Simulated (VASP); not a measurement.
Set up this calculation in VASP 6.6.1, as the native input.

```yaml
Task: single point
Functional: PBE
Potentials_or_basis: VASP PAW PBE potentials, release 64 (Ge_d, N)
Cutoff: 520 eV
k_mesh: 2 × 2 × 2
Occupations: fermi-dirac, width 0.05 eV
Spin: no spin polarisation
Dipole_correction: no
Further_INCAR_settings: LREAL = Auto; ALGO = Normal; EDIFF = 1e-06; NBANDS = 128
```

The structure of Ge16N (a cell with a defect) lies in POSCAR:

```
Ge16N
1.0
    0.0000000000      5.6600000000      5.6600000000
    5.6600000000      0.0000000000      5.6600000000
    5.6600000000      5.6600000000      0.0000000000
Ge N
16 1
Direct
    0.0029870080     -0.0250178307      0.0477865970
    0.1290919835      0.1615565507      0.1047146398
    0.0030215723     -0.0250024200      0.4743153850
    0.0927117786      0.1364152204      0.6354770346
   -0.0545452592      0.5179332521      0.0182712712
    0.1283023338      0.6052892666      0.1045858897
    0.0026580829      0.5487751367      0.4743274471
    0.1283869951      0.6053315380      0.6617772969
    0.5004626283      0.0152207169     -0.0078691278
    0.6278720658      0.1189284773      0.1344009101
    0.4727033451      0.0090178176      0.5091211514
    0.6279033296      0.1188942092      0.6187520914
    0.4997384959      0.4923466191     -0.0074343369
    0.5688363609      0.6437489225      0.1437019469
    0.4998177182      0.4923008829      0.5153197276
    0.6275547718      0.6342474159      0.6190999573
    1.0227201894      0.8262882249      0.3255460188
```

These files were run (other wordings do the same):

INCAR

```
  PREC = Accurate
  ENCUT = 520
  EDIFF = 1E-6
  ISMEAR = -1
  SIGMA = 0.05
  LREAL = Auto
  LASPH = True
  NELM = 80
  ALGO = Normal
  ISIF = 2
  LWAVE = False
  LCHARG = True
  GGA = PE
  LELF = True
  LVHAR = True
  NBANDS = 128
```

KPOINTS

```
regular mesh
0
Gamma
  2 2 2
```

Potentials or basis: VASP PAW PBE potentials, release 64 (Ge_d, N).

Command:

```console
$ cat potpaw_PBE.64/Ge_d/POTCAR potpaw_PBE.64/N/POTCAR > POTCAR
$ mpirun -np 1 vasp_std > vasp.out
```

Results of the run:

| Item | Value |
| --- | --- |
| Pressure | 5.0 GPa |
| Largest force | 0.077 eV/Å |

Caveat: the k points lie up to 0.48 Å⁻¹ apart.

Run time: 15 min on 1 thread of Oxide Virtual Turin-like Processor, on a shared host, peak memory 0.57 GiB.
